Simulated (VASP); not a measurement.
Wanted: the native input for a VASP 6.6.1 run.

```
Task                   : single point
Functional             : r2SCAN
Potentials or basis    : VASP PAW PBE potentials, release 64 (Sn_d)
Cutoff                 : 520 eV
k mesh                 : 12 × 12 × 12
Occupations            : gaussian, width 0.15 eV
Spin                   : no spin polarisation
Dipole correction      : no
Further INCAR settings : ALGO = Normal; EDIFF = 1e-06; NBANDS = 13
```

Sn:

```
CELL_PARAMETERS angstrom
-1.89129 1.89129 1.89129
1.89129 -1.89129 1.89129
1.89129 1.89129 -1.89129
ATOMIC_POSITIONS crystal
Sn 0.00000 0.00000 0.00000
```

The input as run:

POSCAR

```
Sn
1.0
   -1.8912857987      1.8912857987      1.8912857987
    1.8912857987     -1.8912857987      1.8912857987
    1.8912857987      1.8912857987     -1.8912857987
Sn
1
Direct
    0.0000000000      0.0000000000      0.0000000000
```

INCAR.step1

```
SYSTEM = Sn
ALGO = Normal
EDIFF = 1E-4
ENCUT = 520
GGA = PE
ISMEAR = 0
LASPH = .True.
LCHARG = .False.
LREAL = .False.
LWAVE = .True.
NBANDS = 13
NELM = 80
PREC = Accurate
SIGMA = 0.15
```

INCAR.step2

```
SYSTEM = Sn
ALGO = Normal
EDIFF = 1E-6
ENCUT = 520
ISIF = 2
ISMEAR = 0
ISTART = 1
LASPH = .True.
LCHARG = .True.
LELF = .True.
LMIXTAU = .True.
LREAL = .False.
LVHAR = .True.
LWAVE = .False.
METAGGA = R2SCAN
NBANDS = 13
NELM = 80
PREC = Accurate
SIGMA = 0.15
```

KPOINTS

```
k-points
0
Gamma
  12 12 12
  0 0 0
```

Potentials or basis: VASP PAW PBE potentials, release 64 (Sn_d).

The run is started by

```console
$ cat potpaw_PBE.64/Sn_d/POTCAR > POTCAR
$ cp INCAR.step1 INCAR
$ mpirun -np 1 vasp_std > vasp.out
$ cp INCAR.step2 INCAR
$ mpirun -np 1 vasp_std > vasp.out
```

Results of the run:

```
Pressure               : -0.4 GPa
Band gap on the k mesh : zero (band 7 reaches 16.56 eV, above the bottom of band 8 at 5.46 eV)
```

Caveat: the PAW data sets were made with another functional, which shifts forces and pressure a little; spin-orbit coupling is left out, which moves the levels of the heavy elements.

Wall time 72 s on 1 thread of AMD EPYC 7R43 64-Core Processor (Zen 3), on a shared host, peak memory 0.12 GiB.
